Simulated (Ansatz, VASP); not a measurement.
## One calculation of Be, two programs

File POSCAR:

```
Be
1.0
    2.5587859432      0.0000000000      0.0000000000
   -1.2793929716      2.2159736296      0.0000000000
    0.0000000000      0.0000000000      4.2109228561
Be
2
Direct
    0.3333333333      0.6666666667      0.2500000000
    0.6666666667      0.3333333333      0.7500000000
```

File INCAR.step1:

```
SYSTEM = Be
ALGO = Normal
EDIFF = 1E-4
ENCUT = 520
GGA = PE
ISMEAR = 0
LASPH = .True.
LCHARG = .False.
LREAL = .False.
LWAVE = .True.
NBANDS = 9
NELM = 100
PREC = Accurate
SIGMA = 0.1
```

File INCAR.step2:

```
SYSTEM = Be
ALGO = Normal
EDIFF = 1E-6
ENCUT = 520
ISIF = 2
ISMEAR = 0
ISTART = 1
LASPH = .True.
LCHARG = .False.
LMIXTAU = .True.
LREAL = .False.
LWAVE = .False.
METAGGA = R2SCAN
NBANDS = 9
NELM = 100
PREC = Accurate
SIGMA = 0.1
```

File KPOINTS:

```
k-points
0
Gamma
  12 12 4
  0 0 0
```

Input for Ansatz:

```yaml
crystal:
  lattice:
    - [2.5587859432, 0.0, 0.0]
    - [-1.2793929716, 2.2159736296, 0.0]
    - [0.0, 0.0, 4.2109228561]
  atoms:
    - { symbol: Be, position: [0.3333333333, 0.6666666667, 0.25] }
    - { symbol: Be, position: [0.6666666667, 0.3333333333, 0.75] }
basis:
  ecutwfc: 500
kpoints:
  mp_grid: { grid: [12, 12, 4] }
hamiltonian:
  xc: r2scan
scf:
  occupations: { method: gaussian, width: 0.1 }
output:
  forces: true
  stress: true
  eigenvalues: true
```

Alike in both runs: task single point; functional r2SCAN; k mesh 12 × 12 × 4; occupations gaussian, width 0.1 eV; no spin polarisation.

|  | VASP | Ansatz |
| --- | --- | --- |
| version | VASP 6.6.1 | Ansatz 0.2.0 |
| potentials or method | VASP PAW PBE potentials, release 64 (Be), cutoff 520 eV | scalar-relativistic, plane waves, PAW |
| valence electrons in the cell | 4 | 4 |

Ansatz gave:

| Item | Value |
| --- | --- |
| gap on the k mesh at the Fermi level (eV) | none |
| pressure (GPa) | -25.2 |
| traceless stress, the component that is largest in VASP (GPa) | -2.09 |

Task: Which values does VASP return?

Result: gap on the k mesh at the Fermi level (eV): none; pressure (GPa): -25.3; traceless stress, the component that is largest in VASP (GPa): -2.09.

VASP's potentials were made for PBE, not for r2SCAN. A gap of «none» marks a metal or a gap that the smearing closes.

The k mesh is coarse, so the values compare programs but aren't converged.
